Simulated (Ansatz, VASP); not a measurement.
# InP in VASP and in Ansatz

File INCAR:

```
SYSTEM = InP
PREC = Accurate
ENCUT = 520
EDIFF = 1E-6
ISMEAR = 0
SIGMA = 0.05
LREAL = .FALSE.
LASPH = .TRUE.
NELM = 100
ALGO = Normal
ISIF = 2
LWAVE = .FALSE.
LCHARG = .FALSE.
GGA = PE
NBANDS = 16
```

The input KPOINTS:

```
regular mesh
0
G
  12 12 12
  0 0 0
```

File POSCAR:

```
InP
1.0
    0.0000000000      2.7304871182      3.5496332537
    2.7304871182      0.0000000000      3.5496332537
    2.7304871182      2.7304871182      0.0000000000
In P
1 1
Direct
    0.0000000000      0.0000000000      0.0000000000
    0.7500000000      0.7500000000      0.7500000000
```

Input for Ansatz:

```yaml
crystal:
  lattice:
    - [0.0, 2.7304871182, 3.5496332537]
    - [2.7304871182, 0.0, 3.5496332537]
    - [2.7304871182, 2.7304871182, 0.0]
  atoms:
    - { symbol: In, position: [0.0, 0.0, 0.0] }
    - { symbol: P, position: [0.75, 0.75, 0.75] }
basis:
  ecutwfc: 420
kpoints:
  mp_grid: { grid: [12, 12, 12] }
hamiltonian:
  xc: pbe
scf:
  occupations: { method: gaussian, width: 0.05 }
output:
  forces: true
  stress: true
  eigenvalues: true
```

Alike in both runs: task single point; functional PBE; k mesh 12 × 12 × 12; occupations gaussian, width 0.05 eV; no spin polarisation.

```csv
,VASP,Ansatz
version,VASP 6.6.1,Ansatz 0.2.0
potentials or method,"VASP PAW PBE potentials, release 64 (In_d, P), cutoff 520 eV","scalar-relativistic, plane waves, PAW"
valence electrons in the cell,18,18
```

```tsv
	VASP	Ansatz	Ansatz less VASP
gap on the k mesh at the Fermi level (eV)	none	none	-
pressure (GPa)	-0.9	-0.9	+0.05
traceless stress, the component that is largest in VASP (GPa)	-10.47	-10.47	-0.001
```

A gap of «none» marks a metal or a gap that the smearing closes.
